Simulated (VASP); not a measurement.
# Si3Mo (Im-3m) in VASP: a series of runs

Si3Mo is run at these levels: PBE; tasks: relaxation of cell and atoms, single point.

All numbers are computed with VASP 6.6.1; they aren't measurements. Logs are shortened: lines on timing, memory, paths and dates and some standing lists are left out, and cuts for length are marked.

### Step 1. The cell of the first run

Symmetry: Im-3m, No. 229, cubic system. Conventional cell: a = 5.115 Å, b = 5.115 Å, c = 5.115 Å, α = 90.00°, β = 90.00°, γ = 90.00°. Si (site symmetry 4/mmm) has 4 Si at 2.56 Å and 2 Mo at 2.56 Å within 3.4 Å. Mo (site symmetry m-3m) has 6 Si at 2.56 Å within 3.4 Å.

### Step 2. Relaxation of cell and atoms, PBE

File INCAR:

```
ALGO = Normal ; EDIFF = 1E-6
EDIFFG = -0.04 ; ENCUT = 600
GGA = PE ; IBRION = 2
ISIF = 3 ; ISMEAR = 0
LASPH = T ; LCHARG = F
LREAL = F ; LWAVE = F
NELM = 100 ; NSW = 90
PREC = Accurate ; SIGMA = 0.1
```

File KPOINTS:

```
k-points
0
Gamma
  6 6 6
```

File POSCAR:

```
Si3Mo
1.0
   -2.5574553828      2.5574553828      2.5574553828
    2.5574553828     -2.5574553828      2.5574553828
    2.5574553828      2.5574553828     -2.5574553828
Si Mo
3 1
Direct
    0.0000000000      0.5000000000      0.5000000000
    0.5000000000      0.0000000000      0.5000000000
    0.5000000000      0.5000000000      0.0000000000
    0.0000000000      0.0000000000      0.0000000000
```

Potentials or basis: VASP PAW PBE potentials, release 64 (Si, Mo_sv).

Command:

```
> cat potpaw_PBE.64/Si/POTCAR potpaw_PBE.64/Mo_sv/POTCAR > POTCAR
> mpirun -np 1 vasp_std > vasp.out
```

OUTCAR:

```text
EDIFF = 1E-6
   EDIFFG = -0.04
   ENCUT = 600
   GGA = PE
   IBRION = 2
   ISIF = 3
   ISMEAR = 0
   LASPH = T
   LREAL = F
   NELM = 100
   NSW = 90
   PREC = Accurate

 ion  position               nearest neighbor table
   1  0.000  0.500  0.500-   2 2.56   3 2.56   4 2.56   4 2.56   3 2.56   2 2.56
   2  0.500  0.000  0.500-   1 2.56   3 2.56   4 2.56   3 2.56   4 2.56   1 2.56
   3  0.500  0.500  0.000-   1 2.56   2 2.56   4 2.56   2 2.56   1 2.56   4 2.56
   4  0.000  0.000  0.000-   1 2.56   2 2.56   3 2.56   1 2.56   2 2.56   3 2.56

  LATTYP: Found a body centered cubic cell.
 ALAT       =     5.1149107656

  Lattice vectors:

 A1 = (  -2.5574553828,   2.5574553828,   2.5574553828)
 A2 = (   2.5574553828,  -2.5574553828,   2.5574553828)
 A3 = (   2.5574553828,   2.5574553828,  -2.5574553828)

Analysis of symmetry for initial positions (statically):
=====================================================================
 Subroutine PRICEL returns:
 Original cell was already a primitive cell.

 Routine SETGRP: Setting up the symmetry group for a
 body centered cubic supercell.

 Subroutine GETGRP returns: Found 48 space group operations
 (whereof 48 operations were pure point group operations)
 out of a pool of 48 trial point group operations.

The static configuration has the point symmetry O_h .

Analysis of symmetry for dynamics (positions and initial velocities):
=====================================================================
 Subroutine PRICEL returns:
 Original cell was already a primitive cell.

 Routine SETGRP: Setting up the symmetry group for a
 body centered cubic supercell.

 Subroutine GETGRP returns: Found 48 space group operations
 (whereof 48 operations were pure point group operations)
 out of a pool of 48 trial point group operations.

The dynamic configuration has the point symmetry O_h .

 Subroutine INISYM returns: Found 48 space group operations
 (whereof 48 operations are pure point group operations),
 and found     1 'primitive' translations

----------------------------------------------------------------------------------------

                                     Primitive cell

  volume of cell :      66.9089

  direct lattice vectors                    reciprocal lattice vectors
    -2.557455383  2.557455383  2.557455383     0.000000000  0.195506832  0.195506832
     2.557455383 -2.557455383  2.557455383     0.195506832  0.000000000  0.195506832
     2.557455383  2.557455383 -2.557455383     0.195506832  0.195506832  0.000000000

  length of vectors
     4.429642661  4.429642661  4.429642661     0.276488413  0.276488413  0.276488413

  position of ions in fractional coordinates (direct lattice)
     0.000000000  0.500000000  0.500000000
     0.500000000  0.000000000  0.500000000
     0.500000000  0.500000000  0.000000000
     0.000000000  0.000000000  0.000000000

  ion indices of the primitive-cell ions
   primitive index   ion index
                 1           1
                 2           2
                 3           3
                 4           4

----------------------------------------------------------------------------------------

 KPOINTS: k-points

Automatic generation of k-mesh.
 Grid dimensions read from file:
 generate k-points for:    6    6    6

 Generating k-lattice:

  Cartesian coordinates                     Fractional coordinates (reciprocal lattice)
     0.000000000  0.032584472  0.032584472     0.166666667  0.000000000  0.000000000
     0.032584472  0.000000000  0.032584472     0.000000000  0.166666667  0.000000000
     0.032584472  0.032584472  0.000000000     0.000000000  0.000000000  0.166666667

  Length of vectors
     0.046081402  0.046081402  0.046081402

  Shift w.r.t. Gamma in fractional coordinates (k-lattice)
     0.000000000  0.000000000  0.000000000

 Subroutine IBZKPT returns following result:
 ===========================================

 Found     16 irreducible k-points:

 Following reciprocal coordinates:
            Coordinates               Weight
  0.000000  0.000000  0.000000      1.000000
  0.166667  0.000000  0.000000     12.000000
  0.333333  0.000000  0.000000     12.000000
  0.500000  0.000000  0.000000      6.000000
  0.166667  0.166667  0.000000     24.000000
  0.333333  0.166667  0.000000     48.000000
[... 8 lines left out ...]
  0.500000  0.500000  0.333333     12.000000
  0.500000  0.500000  0.500000      1.000000
   k-points           NKPTS =     16   k-points in BZ     NKDIM =     16   number of bands    NBANDS=     17
   number of dos      NEDOS =    301   number of ions     NIONS =      4
   total plane-waves  NPLWV =  46656
   dimension x,y,z NGX =    36 NGY =   36 NGZ =   36
   dimension x,y,z NGXF=    72 NGYF=   72 NGZF=   72
   ions per type =               3   1
   NGX,Y,Z   is equivalent  to a cutoff of  13.51, 13.51, 13.51 a.u.
   NGXF,Y,Z  is equivalent  to a cutoff of  27.02, 27.02, 27.02 a.u.
 SYSTEM =  unknown system
   PREC   = accura    normal or accurate (medium, high low for compatibility)
   ISTART =      0    job   : 0-new  1-cont  2-samecut
   ICHARG =      2    charge: 1-file 2-atom 10-const
   ISPIN  =      1    spin polarized calculation?
   LNONCOLLINEAR =      F non collinear calculations
   LSORBIT =      F    spin-orbit coupling
   LASPH  =      T    aspherical Exc in radial PAW
   ENCUT  =  600.0 eV  44.10 Ry    6.64 a.u.   8.85  8.85  8.85*2*pi/ulx,y,z
   NELM   =    100;   NELMIN=  2; NELMDL= -5     # of ELM steps
   EDIFF  = 0.1E-05   stopping-criterion for ELM
   LREAL  =      F    real-space projection
   EDIFFG = -.4E-01   stopping-criterion for IOM
   NSW    =     90    number of steps for IOM
   IBRION =      2    ionic relax: 0-MD 1-quasi-New 2-CG
   NFREE  =      1    steps in history (QN), initial steepest desc. (CG)
   ISIF   =      3    stress and relaxation
   ISYM   =      2    0-nonsym 1-usesym 2-fastsym
   POTIM  = 0.5000    time-step for ionic-motion
   TEBEG  =    0.0;   TEEND  =   0.0 temperature during run
   PSTRESS=    0.0 pullay stress
   NELECT =      26.0000    total number of electrons
   NUPDOWN=      -1.0000    fix difference up-down
   EMIN   =  10.00;   EMAX   =-10.00  energy-range for DOS
   EFERMI =   0.00;   METHOD = LEGACY
   ISMEAR =     0;   SIGMA  =   0.10  broadening in eV -4-tet -1-fermi 0-gaus
   EFERMI_NEDOS =   21; number of points for ismear=-14 and -15
   IALGO  =     38    algorithm
   IMIX   =      4    mixing-type and parameters
     AMIX     =   0.40;   BMIX     =  1.00
     AMIX_MAG =   1.60;   BMIX_MAG =  1.00
  volume/ion in A,a.u.               =      16.73       112.88
  Fermi-wavevector in a.u.,A,eV,Ry     =   1.194642  2.257547 19.417829  1.427170
  Thomas-Fermi vector in A             =   2.330627
   LORBIT       =      0    0 simple, 1 ext, 2 COOP (PROOUT), +10 PAW based schemes
   GGA     = PE    functional components
   LHFCALC =     F    Hartree Fock is set to
   AEXX    =    0.0000 exact exchange contribution
   IVDW    =     0    specifies the selected vdW correction
   LEPSILON=     F    determine dielectric tensor
   LRPA    =     F    only Hartree local field effects (RPA)
 conjugate gradient relaxation of ions
 non-spin polarized calculation
 Gauss-broadening in eV      SIGMA  =   0.10
  energy-cutoff  :      600.00
  volume of cell :       66.91
 maximum number of plane-waves:      2250
   NGX = 17   NGY = 17   NGZ = 17

--------------------------------------- Ionic step        1  -------------------------------------------

 number of electron      26.0000001 magnetization

 Free energy of the ion-electron system (eV)
  ---------------------------------------------------
  ext. energy  EPLUGINS =         0.00000000
  ---------------------------------------------------
  free energy    TOTEN  =       -24.54887990 eV

  energy without entropy =      -24.52604890  energy(sigma->0) =      -24.53746440

------------------------ aborting loop because EDIFF is reached ----------------------------------------

  FORCE on cell =-STRESS in cart. coord.  units (eV):
  Direction    XX          YY          ZZ          XY          YZ          ZX
  --------------------------------------------------------------------------------------
  -------------------------------------------------------------------------------------
  Total       -0.1643062     -0.1643062     -0.1643062     -0.0000000      0.0000000     -0.0000000
  in kB       -3.9344170     -3.9344170     -3.9344170     -0.0000000      0.0000000     -0.0000000
  external PRESSURE =      -3.9344170 kB  Pullay stress =       0.0000000 kB

 VOLUME and BASIS-vectors are now :
 -----------------------------------------------------------------------------
  energy-cutoff  :      600.00
  volume of cell :       66.91
      direct lattice vectors                 reciprocal lattice vectors
    -2.557455383  2.557455383  2.557455383     0.000000000  0.195506832  0.195506832
     2.557455383 -2.557455383  2.557455383     0.195506832  0.000000000  0.195506832
     2.557455383  2.557455383 -2.557455383     0.195506832  0.195506832  0.000000000

 POSITION                                       TOTAL-FORCE (eV/Angst)
 -----------------------------------------------------------------------------------
      2.55746      0.00000      0.00000        -0.000000      0.000000     -0.000000
      0.00000      2.55746      0.00000         0.000000      0.000000     -0.000000
      0.00000      0.00000      2.55746        -0.000000     -0.000000      0.000000
      0.00000      0.00000      0.00000        -0.000000      0.000000      0.000000
 -----------------------------------------------------------------------------------
    total drift:                                0.000000     -0.000000     -0.000000

  FREE ENERGIE OF THE ION-ELECTRON SYSTEM (eV)
  ---------------------------------------------------
  free  energy   TOTEN  =       -24.5488798999 eV

  energy  without entropy=      -24.5260489046  energy(sigma->0) =      -24.53746440

--------------------------------------- Ionic step        2  -------------------------------------------

 number of electron      26.0000000 magnetization

 Free energy of the ion-electron system (eV)
  ---------------------------------------------------
  ext. energy  EPLUGINS =         0.00000000
  ---------------------------------------------------
  free energy    TOTEN  =       -24.54900496 eV

  energy without entropy =      -24.52612017  energy(sigma->0) =      -24.53756256

 E-fermi :   8.5525     XC(G=0): -11.1390

 val. band max:        8.5083759771   @ k =  -0.1667   0.1667   0.1667
 cond. band min:       8.5539193786   @ k =   0.1667   0.1667   0.1667
 fundamental gap:      0.0455434015
 Fermi energy:         8.5525370420

 k-point     1 :       0.0000    0.0000    0.0000
  band No.  band energies     occupation
      1     -51.9202      2.00000
      2     -26.0506      2.00000
      3     -26.0506      2.00000
      4     -26.0506      2.00000
      5      -3.3359      2.00000
      6       3.9545      2.00000
[... 9 lines left out ...]
     16       9.0470      0.00000
     17      10.2786      0.00000

 k-point     2 :       0.1667    0.0000    0.0000
  band No.  band energies     occupation
      1     -51.9201      2.00000
      2     -26.0532      2.00000
      3     -26.0514      2.00000
      4     -26.0509      2.00000
      5      -3.0269      2.00000
      6       2.7508      2.00000
[... 9 lines left out ...]
     16       9.0203      0.00000
     17      10.7777      0.00000
[... 261 lines left out ...]
 k-point    16 :       0.5000    0.5000    0.5000
  band No.  band energies     occupation
      1     -51.9197      2.00000
      2     -26.0570      2.00000
      3     -26.0570      2.00000
      4     -26.0570      2.00000
      5      -0.2896      2.00000
      6      -0.2896      2.00000
[... 9 lines left out ...]
     16      11.1252      0.00000
     17      11.1252      0.00000

------------------------ aborting loop because EDIFF is reached ----------------------------------------

  FORCE on cell =-STRESS in cart. coord.  units (eV):
  Direction    XX          YY          ZZ          XY          YZ          ZX
  --------------------------------------------------------------------------------------
  -------------------------------------------------------------------------------------
  Total        0.1306805      0.1306805      0.1306805     -0.0000000     -0.0000000     -0.0000000
  in kB        3.1479047      3.1479047      3.1479047     -0.0000000     -0.0000000     -0.0000000
  external PRESSURE =       3.1479047 kB  Pullay stress =       0.0000000 kB

 VOLUME and BASIS-vectors are now :
 -----------------------------------------------------------------------------
  energy-cutoff  :      600.00
  volume of cell :       66.51
      direct lattice vectors                 reciprocal lattice vectors
    -2.552387422  2.552387422  2.552387422     0.000000000  0.195895026  0.195895026
     2.552387422 -2.552387422  2.552387422     0.195895026  0.000000000  0.195895026
     2.552387422  2.552387422 -2.552387422     0.195895026  0.195895026  0.000000000

 POSITION                                       TOTAL-FORCE (eV/Angst)
 -----------------------------------------------------------------------------------
      2.55239      0.00000      0.00000        -0.000000      0.000000     -0.000000
      0.00000      2.55239      0.00000        -0.000000      0.000000     -0.000000
      2.55239      2.55239      0.00000         0.000000      0.000000      0.000000
     -0.00000      0.00000      0.00000         0.000000     -0.000000      0.000000
 -----------------------------------------------------------------------------------
    total drift:                                0.000000     -0.000000     -0.000000

  FREE ENERGIE OF THE ION-ELECTRON SYSTEM (eV)
  ---------------------------------------------------
  free  energy   TOTEN  =       -24.5490049552 eV

  energy  without entropy=      -24.5261201684  energy(sigma->0) =      -24.53756256

 reached required accuracy - stopping structural energy minimisation
```

Run time: 46 s. Hardware: 1 thread of Intel Xeon Platinum 8259CL at 2.50GHz (Skylake/Cascade Lake), shared host; peak memory 0.21 GiB.

What came out:

```yaml
Free_energy: -24.5490 eV
Relaxed_volume: 16.63 Å³/atom
Relaxed_cell: a = 4.421 Å, b = 4.421 Å, c = 4.421 Å, α = 109.47°, β = 109.47°, γ = 109.47°
Space_group_after_relaxing_to_0.05_Å: Im-3m (No. 229)
Energy_gained_by_relaxing: 0.0 meV/atom
Ionic_steps: 2
Pressure_after_relaxing: 0.3 GPa
Band_gap_on_the_k_mesh: zero (band 13 reaches 8.73 eV, above the bottom of band 14 at 8.05 eV)
```

The path:
| step | energy change (eV) | largest force (eV/Å) | pressure (GPa) | volume (Å³) |
| --- | --- | --- | --- | --- |
| 1 | 0.0000 | 0.0000 | -0.39 | 66.91 |
| 2 | -0.0001 | 0.0000 | 0.31 | 66.51 |

Final structure:
```cif
data_structure
_symmetry_space_group_name_H-M 'P 1'
_symmetry_Int_Tables_number 1
_cell_length_a 4.4209
_cell_length_b 4.4209
_cell_length_c 4.4209
_cell_angle_alpha 109.471
_cell_angle_beta 109.471
_cell_angle_gamma 109.471
_cell_volume 66.51
loop_
_atom_site_label
_atom_site_type_symbol
_atom_site_fract_x
_atom_site_fract_y
_atom_site_fract_z
_atom_site_occupancy
Si1 Si 0.00000 0.50000 0.50000 1
Si2 Si 0.50000 0.00000 0.50000 1
Si3 Si 0.50000 0.50000 0.00000 1
Mo1 Mo 0.00000 0.00000 0.00000 1
```

### Step 3. Single point, PBE, collinear spin, ferromagnetic start

This run uses another cell than the first one, of 16.66 Å³/atom, 0.996 times its volume.

File INCAR:

```
SYSTEM = Si3Mo
ALGO = Normal ; EDIFF = 1E-7
ENCUT = 520 ; GGA = PE
ISIF = 2 ; ISMEAR = 0
ISPIN = 2 ; LASPH = .TRUE.
LCHARG = .FALSE. ; LMAXMIX = 4
LORBIT = 11 ; LREAL = .FALSE.
LWAVE = .FALSE. ; MAGMOM = 0 0 0 1
NBANDS = 25 ; NELM = 150
PREC = Accurate ; SIGMA = 0.1
```

File KPOINTS:

```
k-points
0
G
  6 6 6
  0 0 0
```

File POSCAR:

```
Si3Mo
1.0
   -2.5541734694      2.5541734694      2.5541734694
    2.5541734694     -2.5541734694      2.5541734694
    2.5541734694      2.5541734694     -2.5541734694
Si Mo
3 1
Direct
    0.0000000000      0.5000000000      0.5000000000
    0.5000000000      0.0000000000      0.5000000000
    0.5000000000      0.5000000000      0.0000000000
    0.0000000000      0.0000000000      0.0000000000
```

Potentials or basis: VASP PAW PBE potentials, release 64 (Si, Mo_sv).

Command:

```
> cat potpaw_PBE.64/Si/POTCAR potpaw_PBE.64/Mo_sv/POTCAR > POTCAR
> mpirun -np 1 vasp_std > vasp.out
```

It took 54 s on 1 thread of Intel Xeon Platinum 8259CL at 2.50GHz (Skylake/Cascade Lake), shared host; peak memory 0.25 GiB.

It converged, with:

| Item | Value |
| --- | --- |
| Free energy | -24.5648 eV |
| Pressure | 0.4 GPa |
| Net moment | 0.63 μB per cell |
| Site moments | Si -0.02; Mo +0.65 μB |
| Valence electrons inside the program's atomic spheres | Si 1.62; Mo 12.43 |

Levels at points of the mesh, in eV from the Fermi level:
Spin up:
```tsv
k point	band 10	band 11	band 12	band 13	band 14	band 15	band 16	band 17
(0.00, 0.00, 0.00)	-2.80	-1.94	-1.94	-1.94	0.37	0.37	0.37	1.55
(0.50, 0.00, 0.00)	-2.95	-1.30	-0.91	-0.29	1.36	1.56	1.67	1.71
(0.50, 0.50, 0.50)	-3.96	-0.60	-0.60	-0.60	1.03	1.03	2.48	2.48
```
Spin down:
| k point | band 11 | band 12 | band 13 | band 14 | band 15 | band 16 |
| --- | --- | --- | --- | --- | --- | --- |
| (0.00, 0.00, 0.00) | -1.53 | -1.53 | -1.53 | 0.43 | 0.43 | 0.43 |
| (0.50, 0.00, 0.00) | -1.24 | -0.48 | 0.31 | 1.50 | 1.66 | 1.79 |
| (0.50, 0.50, 0.50) | -0.05 | -0.05 | -0.05 | 1.24 | 1.24 | 2.48 |
